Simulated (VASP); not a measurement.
# MoS (P6_3/mmc) in VASP: a series of runs

Runs on MoS. Level: PBE. Tasks: single point.

All numbers are computed with VASP 6.6.1; they aren't measurements. Logs are shortened: lines on timing, memory, paths and dates and some standing lists are left out, and cuts for length are marked.

### 1 The cell of the first run

The structure is hexagonal, space group P6_3/mmc (No. 194). Conventional cell: a = 3.742 Å, b = 3.742 Å, c = 5.211 Å, α = 90.00°, β = 90.00°, γ = 120.00°. Within 3.3 Å of Mo (site symmetry -3m) lie 6 S at 2.52 Å and 2 Mo at 2.61 Å. Within 3.4 Å of S (site symmetry -6m2) lie 6 Mo at 2.52 Å and 6 S at 3.38 Å.

### 2 Single point, PBE, collinear spin

File INCAR:

```
ALGO = Normal ; EDIFF = 1E-7
ENCUT = 520 ; GGA = PE
ISIF = 2 ; ISMEAR = 0
ISPIN = 2 ; LASPH = T
LCHARG = F ; LMAXMIX = 4
LORBIT = 11 ; LREAL = F
LWAVE = F ; MAGMOM = 0.05 0.05 0 0
NBANDS = 32 ; NELM = 150
PREC = Accurate ; SIGMA = 0.05
```

File KPOINTS:

```
k-points
0
Gamma
  10 10 6
```

File POSCAR:

```
MoS
1.0
    3.7417874993      0.0000000000      0.0000000000
   -1.8708937497      3.2404830300      0.0000000000
    0.0000000000      0.0000000000      5.2106342672
Mo S
2 2
Direct
    0.0000000000      0.0000000000      0.0000000000
    0.0000000000      0.0000000000      0.5000000000
    0.3333333333      0.6666666667      0.2500000000
    0.6666666667      0.3333333333      0.7500000000
```

Potentials or basis: VASP PAW PBE potentials, release 64 (Mo_sv, S).

Command:

```bash
cat potpaw_PBE.64/Mo_sv/POTCAR potpaw_PBE.64/S/POTCAR > POTCAR
mpirun -np 1 vasp_std > vasp.out
```

OUTCAR:

```text
EDIFF = 1E-7
   ENCUT = 520
   GGA = PE
   ISIF = 2
   ISMEAR = 0
   ISPIN = 2
   LASPH = T
   LORBIT = 11
   LREAL = F
   NELM = 150
   PREC = Accurate

 ion  position               nearest neighbor table
   1  0.000  0.000  0.000-   3 2.52   4 2.52   4 2.52   3 2.52   4 2.52   3 2.52   2 2.61   2 2.61

   2  0.000  0.000  0.500-   3 2.52   4 2.52   4 2.52   3 2.52   4 2.52   3 2.52   1 2.61   1 2.61

   3  0.333  0.667  0.250-   1 2.52   2 2.52   1 2.52   2 2.52   1 2.52   2 2.52
   4  0.667  0.333  0.750-   1 2.52   2 2.52   1 2.52   2 2.52   1 2.52   2 2.52

  LATTYP: Found a hexagonal cell.
 ALAT       =     3.7417874993
 C/A-ratio  =     1.3925521607

  Lattice vectors:

 A1 = (   3.7417874993,   0.0000000000,   0.0000000000)
 A2 = (  -1.8708937497,   3.2404830300,   0.0000000000)
 A3 = (   0.0000000000,   0.0000000000,   5.2106342672)

Analysis of symmetry for initial positions (statically):
=====================================================================
 Subroutine PRICEL returns:
 Original cell was already a primitive cell.

 Routine SETGRP: Setting up the symmetry group for a
 hexagonal supercell.

 Subroutine GETGRP returns: Found 24 space group operations
 (whereof 12 operations were pure point group operations)
 out of a pool of 24 trial point group operations.

The static configuration has the point symmetry D_3d.
 The point group associated with its full space group is D_6h.

Analysis of symmetry for dynamics (positions and initial velocities):
=====================================================================
 Subroutine PRICEL returns:
 Original cell was already a primitive cell.

 Routine SETGRP: Setting up the symmetry group for a
 hexagonal supercell.

 Subroutine GETGRP returns: Found 24 space group operations
 (whereof 12 operations were pure point group operations)
 out of a pool of 24 trial point group operations.

The dynamic configuration has the point symmetry D_3d.
 The point group associated with its full space group is D_6h.

Analysis of structural, dynamic, and magnetic symmetry:
=====================================================================
 Subroutine PRICEL returns:
 Original cell was already a primitive cell.

 Routine SETGRP: Setting up the symmetry group for a
 hexagonal supercell.

 Subroutine GETGRP returns: Found 24 space group operations
 (whereof 12 operations were pure point group operations)
 out of a pool of 24 trial point group operations.

The overall configuration has the point symmetry D_3d.
 The point group associated with its full space group is D_6h.

 Subroutine INISYM returns: Found 24 space group operations
 (whereof 12 operations are pure point group operations),
 and found     1 'primitive' translations

----------------------------------------------------------------------------------------

                                     Primitive cell

  volume of cell :      63.1800

  direct lattice vectors                    reciprocal lattice vectors
     3.741787499  0.000000000  0.000000000     0.267251948  0.154297984  0.000000000
    -1.870893750  3.240483030  0.000000000     0.000000000  0.308595969  0.000000000
     0.000000000  0.000000000  5.210634267     0.000000000  0.000000000  0.191915216

  length of vectors
     3.741787499  3.741787499  5.210634267     0.308595969  0.308595969  0.191915216

  position of ions in fractional coordinates (direct lattice)
     0.000000000  0.000000000  0.000000000
     0.000000000  0.000000000  0.500000000
     0.333333333  0.666666667  0.250000000
     0.666666667  0.333333333  0.750000000

  ion indices of the primitive-cell ions
   primitive index   ion index
                 1           1
                 2           2
                 3           3
                 4           4

----------------------------------------------------------------------------------------

 KPOINTS: k-points

Automatic generation of k-mesh.
 Grid dimensions read from file:
 generate k-points for:   10   10    6

 Generating k-lattice:

  Cartesian coordinates                     Fractional coordinates (reciprocal lattice)
     0.026725195  0.015429798  0.000000000     0.100000000 -0.000000000  0.000000000
     0.000000000  0.030859597  0.000000000     0.000000000  0.100000000  0.000000000
     0.000000000  0.000000000  0.031985869     0.000000000  0.000000000  0.166666667

  Length of vectors
     0.030859597  0.030859597  0.031985869

  Shift w.r.t. Gamma in fractional coordinates (k-lattice)
     0.000000000  0.000000000  0.000000000

 Subroutine IBZKPT returns following result:
 ===========================================

 Found     56 irreducible k-points:

 Following reciprocal coordinates:
            Coordinates               Weight
  0.000000  0.000000  0.000000      1.000000
  0.100000 -0.000000  0.000000      6.000000
  0.200000 -0.000000  0.000000      6.000000
  0.300000 -0.000000  0.000000      6.000000
  0.400000 -0.000000  0.000000      6.000000
  0.500000 -0.000000  0.000000      3.000000
[... 16 lines left out ...]
  0.300000  0.100000  0.166667     24.000000
  0.400000  0.100000  0.166667     24.000000
 [... further k-points ...]
   k-points           NKPTS =     56   k-points in BZ     NKDIM =     56   number of bands    NBANDS=     32
   number of dos      NEDOS =    301   number of ions     NIONS =      4
   total plane-waves  NPLWV =  31360
   dimension x,y,z NGX =    28 NGY =   28 NGZ =   40
   dimension x,y,z NGXF=    56 NGYF=   56 NGZF=   80
   ions per type =               2   2
   NGX,Y,Z   is equivalent  to a cutoff of  12.44, 12.44, 12.76 a.u.
   NGXF,Y,Z  is equivalent  to a cutoff of  24.88, 24.88, 25.52 a.u.
 SYSTEM =  unknown system
   PREC   = accura    normal or accurate (medium, high low for compatibility)
   ISTART =      0    job   : 0-new  1-cont  2-samecut
   ICHARG =      2    charge: 1-file 2-atom 10-const
   ISPIN  =      2    spin polarized calculation?
   LNONCOLLINEAR =      F non collinear calculations
   LSORBIT =      F    spin-orbit coupling
   LASPH  =      T    aspherical Exc in radial PAW
   ENCUT  =  520.0 eV  38.22 Ry    6.18 a.u.   6.96  6.96  9.69*2*pi/ulx,y,z
   NELM   =    150;   NELMIN=  2; NELMDL= -5     # of ELM steps
   EDIFF  = 0.1E-06   stopping-criterion for ELM
   LREAL  =      F    real-space projection
   EDIFFG = 0.1E-05   stopping-criterion for IOM
   NSW    =      0    number of steps for IOM
   IBRION =     -1    ionic relax: 0-MD 1-quasi-New 2-CG
   NFREE  =      0    steps in history (QN), initial steepest desc. (CG)
   ISIF   =      2    stress and relaxation
   ISYM   =      2    0-nonsym 1-usesym 2-fastsym
   POTIM  = 0.5000    time-step for ionic-motion
   TEBEG  =    0.0;   TEEND  =   0.0 temperature during run
   PSTRESS=    0.0 pullay stress
   NELECT =      40.0000    total number of electrons
   NUPDOWN=      -1.0000    fix difference up-down
   EMIN   =  10.00;   EMAX   =-10.00  energy-range for DOS
   EFERMI =   0.00;   METHOD = LEGACY
   ISMEAR =     0;   SIGMA  =   0.05  broadening in eV -4-tet -1-fermi 0-gaus
   EFERMI_NEDOS =   21; number of points for ismear=-14 and -15
   IALGO  =     38    algorithm
   IMIX   =      4    mixing-type and parameters
     AMIX     =   0.40;   BMIX     =  1.00
     AMIX_MAG =   1.60;   BMIX_MAG =  1.00
  volume/ion in A,a.u.               =      15.79       106.59
  Fermi-wavevector in a.u.,A,eV,Ry     =   1.405729  2.656443 26.886128  1.976075
  Thomas-Fermi vector in A             =   2.528161
   LORBIT       =     11    0 simple, 1 ext, 2 COOP (PROOUT), +10 PAW based schemes
   GGA     = PE    functional components
   LHFCALC =     F    Hartree Fock is set to
   AEXX    =    0.0000 exact exchange contribution
   IVDW    =     0    specifies the selected vdW correction
   LEPSILON=     F    determine dielectric tensor
   LRPA    =     F    only Hartree local field effects (RPA)
 spin polarized calculation
 Gauss-broadening in eV      SIGMA  =   0.05
  energy-cutoff  :      520.00
  volume of cell :       63.18
 maximum number of plane-waves:      1722
 NGX is ok and might be reduce to    28
   NGX = 13   NGY = 13   NGZ = 19

 number of electron      39.9999993 magnetization      -0.0003310

 number of electron      39.9999993 magnetization       0.0000102

 Free energy of the ion-electron system (eV)
  ---------------------------------------------------
  ext. energy  EPLUGINS =         0.00000000
  ---------------------------------------------------
  free energy    TOTEN  =       -30.60408595 eV

  energy without entropy =      -30.60015958  energy(sigma->0) =      -30.60212276

 E-fermi :  10.6939     XC(G=0): -12.0168

 val. band max:       10.6907807106   @ k =   0.5000  -0.0000   0.5000
 cond. band min:      10.7168774104   @ k =   0.4000   0.1000   0.5000
 fundamental gap:      0.0260966998
 Fermi energy:        10.6938703451

 spin component 1

 k-point     1 :       0.0000    0.0000    0.0000
  band No.  band energies     occupation
      1     -50.6356      1.00000
      2     -50.4411      1.00000
      3     -25.5299      1.00000
      4     -24.7162      1.00000
      5     -24.7162      1.00000
      6     -24.5318      1.00000
[... 829 lines left out ...]
     31      19.7597      0.00000
     32      20.2043      0.00000

 [... further k-points ...]

 spin component 2

 k-point     1 :       0.0000    0.0000    0.0000
  band No.  band energies     occupation
      1     -50.6356      1.00000
      2     -50.4411      1.00000
      3     -25.5299      1.00000
      4     -24.7162      1.00000
      5     -24.7162      1.00000
      6     -24.5318      1.00000
[... 829 lines left out ...]
     31      19.7597      0.00000
     32      20.2043      0.00000

 [... further k-points ...]

------------------------ aborting loop because EDIFF is reached ----------------------------------------

  FORCE on cell =-STRESS in cart. coord.  units (eV):
  Direction    XX          YY          ZZ          XY          YZ          ZX
  --------------------------------------------------------------------------------------
  -------------------------------------------------------------------------------------
  Total        0.0251434      0.0251434      0.0870580     -0.0000000     -0.0000000      0.0000000
  in kB        0.6376105      0.6376105      2.2076987     -0.0000000     -0.0000000      0.0000000
  external PRESSURE =       1.1609732 kB  Pullay stress =       0.0000000 kB

 VOLUME and BASIS-vectors are now :
 -----------------------------------------------------------------------------
  energy-cutoff  :      520.00
  volume of cell :       63.18
      direct lattice vectors                 reciprocal lattice vectors
     3.741787499  0.000000000  0.000000000     0.267251948  0.154297984  0.000000000
    -1.870893750  3.240483030  0.000000000     0.000000000  0.308595969  0.000000000
     0.000000000  0.000000000  5.210634267     0.000000000  0.000000000  0.191915216

 POSITION                                       TOTAL-FORCE (eV/Angst)
 -----------------------------------------------------------------------------------
      0.00000      0.00000      0.00000        -0.000000      0.000000     -0.000000
      0.00000      0.00000      2.60532        -0.000000      0.000000     -0.000000
     -0.00000      2.16032      1.30266         0.000000      0.000000      0.000000
      1.87089      1.08016      3.90798        -0.000000     -0.000000     -0.000000
 -----------------------------------------------------------------------------------
    total drift:                               -0.000000      0.000000     -0.000000

  FREE ENERGIE OF THE ION-ELECTRON SYSTEM (eV)
  ---------------------------------------------------
  free  energy   TOTEN  =       -30.6040859482 eV

  energy  without entropy=      -30.6001595794  energy(sigma->0) =      -30.60212276

 total charge

# of ion       s       p       d       tot
------------------------------------------
    1        2.258   6.146   4.093  12.497
    2        2.258   6.146   4.093  12.497
    3        1.305   2.392   0.000   3.696
    4        1.305   2.392   0.000   3.696
--------------------------------------------------
tot          7.125  17.076   8.186  32.386

 magnetization (x)

# of ion       s       p       d       tot
------------------------------------------
    1       -0.000  -0.000   0.000   0.000
    2       -0.000  -0.000   0.000   0.000
    3       -0.000  -0.000   0.000  -0.000
    4       -0.000  -0.000   0.000  -0.000
--------------------------------------------------
tot         -0.000  -0.000   0.000   0.000
```

Wall time 100 s (1 thread of Intel Xeon Platinum 8559C (Emerald Rapids), shared host); peak memory 0.3 GiB.

What came out:

| Quantity | Value |
| --- | --- |
| Free energy | -30.6041 eV |
| Pressure | 0.1 GPa |
| Band gap on the k mesh | zero (filled and empty bands overlap) |
| Net moment | 0.00 μB per cell |
| Valence electrons inside the program's atomic spheres | Mo 12.50; S 3.70 |

### 3 Single point, PBE, collinear spin

File INCAR:

```
PREC = Accurate
ENCUT = 520
EDIFF = 1E-7
ISMEAR = 0
SIGMA = 0.05
LREAL = False
LASPH = True
NELM = 150
ALGO = Normal
ISIF = 2
LWAVE = False
LCHARG = False
ISPIN = 2
MAGMOM = 3 3 0 0
LORBIT = 11
LMAXMIX = 4
GGA = PE
NBANDS = 32
```

File KPOINTS:

```
regular mesh
0
Gamma
  10 10 6
```

POSCAR is that of step 2.

Potentials or basis: VASP PAW PBE potentials, release 64 (Mo_sv, S).

Command:

```bash
cat potpaw_PBE.64/Mo_sv/POTCAR potpaw_PBE.64/S/POTCAR > POTCAR
mpirun -np 1 vasp_std > vasp.out
```

Run time: 1.8 min. Hardware: 1 thread of Intel Xeon Platinum 8559C (Emerald Rapids), shared host; peak memory 0.3 GiB.

The run converged. Its results:

| Item | Value |
| --- | --- |
| Free energy | -30.6041 eV |
| Pressure | 0.1 GPa |
| Band gap on the k mesh | zero (filled and empty bands overlap) |
| Net moment | 0.00 μB per cell |
| Valence electrons inside the program's atomic spheres | Mo 12.50; S 3.70 |

Stress tensor (GPa, compression positive):
```
0.06 0.00 0.00
0.00 0.06 0.00
0.00 0.00 0.22
```

Levels at points of the mesh, in eV from the Fermi level:
Spin up:
```
           k point  band 18  band 19  band 20  band 21  band 22  band 23
(0.00, 0.00, 0.00)    -2.78    -2.06    -1.53    -1.53     1.73     1.73
(0.50, 0.00, 0.00)    -1.11    -0.58     0.19     0.58     1.41     1.44
(0.00, 0.00, 0.50)    -1.37    -1.37    -1.37    -0.75    -0.75     2.43
(0.50, 0.00, 0.50)    -1.54     0.00     0.00     0.02     0.02     1.62
```
Spin down:
```csv
k point,band 17,band 18,band 19,band 20,band 21,band 22,band 23,band 24
"(0.00, 0.00, 0.00)",-2.78,-2.78,-2.06,-1.53,-1.53,1.73,1.73,2.50
"(0.50, 0.00, 0.00)",-4.18,-1.11,-0.58,0.19,0.58,1.41,1.44,1.62
"(0.00, 0.00, 0.50)",-1.37,-1.37,-1.37,-1.37,-0.75,-0.75,2.43,2.43
"(0.50, 0.00, 0.50)",-1.54,-1.54,0.00,0.00,0.02,0.02,1.62,1.62
```

The gap in the log of VASP goes by the Fermi energy; the results here count the filled bands.